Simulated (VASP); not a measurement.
Au, 2 atoms in the cell. Symmetry: P6_3/mmc, No. 194, hexagonal system. Conventional cell: a = 2.746 Å, b = 2.746 Å, c = 5.108 Å, α = 90.00°, β = 90.00°, γ = 120.00°. Within 3.6 Å of Au (site symmetry -6m2) lie 12 Au at 2.75 to 3.01 Å.  This cell differs from its parent crystal: strain -0.050 along x and y, +0.050 along z.

| Item | Value |
| --- | --- |
| Program | VASP 6.6.1 |
| Task | single point |
| Functional | r2SCAN |
| Potentials or basis | VASP PAW PBE potentials, release 64 (Au) |
| Cutoff | 520 eV |
| k mesh | 24 × 24 × 12 |
| Occupations | gaussian, width 0.15 eV |
| Spin | no spin polarisation |
| Dipole correction | no |
| Further INCAR settings | ALGO = Normal; EDIFF = 1e-06; NBANDS = 18 |

Potentials or basis: VASP PAW PBE potentials, release 64 (Au).

Run with:

```sh
$ cat potpaw_PBE.64/Au/POTCAR > POTCAR
$ cp INCAR.step1 INCAR
$ mpirun -np 1 vasp_std > vasp.out
$ cp INCAR.step2 INCAR
$ mpirun -np 1 vasp_std > vasp.out
```

Hardware: 1 thread of Intel(R) Xeon(R) 6975P-C (Granite Rapids), on a shared host.

Task: Estimate the wall time of this run.

Result: Run time: 6.4 min on 1 thread of Intel(R) Xeon(R) 6975P-C (Granite Rapids), on a shared host, peak memory 0.31 GiB. Counts: k points 427.
